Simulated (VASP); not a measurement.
BP:

```xyz
2
Lattice="0.0000 2.2538 2.2538 2.2538 0.0000 2.2538 2.2538 2.2538 0.0000" Properties=species:S:1:pos:R:3 pbc="T T T"
P     3.3807    3.3807    3.3807
B     0.0000    0.0000    0.0000
```

Base run:

| Item | Value |
| --- | --- |
| Program | VASP 6.6.1 |
| Functional | revPBE |
| Potentials or basis | VASP PAW PBE potentials, release 64 (P, B) |
| Cutoff | 520 eV |
| k mesh | 10 × 10 × 10 |
| Occupations | fermi-dirac, width 0.05 eV |
| Spin | no spin polarisation |

Its results: band gap on the k mesh 1.21 eV, indirect (least direct gap 3.42 eV); pressure 6.4 GPa.

Task: The run is repeated on the same cell with these changes: dispersion from none to D3(BJ). What comes out?

Result: Band gap on the k mesh 1.21 eV, indirect (least direct gap 3.42 eV); pressure -3.0 GPa.

Dispersion adds attraction, which lowers the pressure at fixed volume and, as a term added to the energy, leaves the levels alone.

Caveats: the PAW data sets were made with another functional, which shifts forces and pressure a little.

A k mesh can miss the band edges.
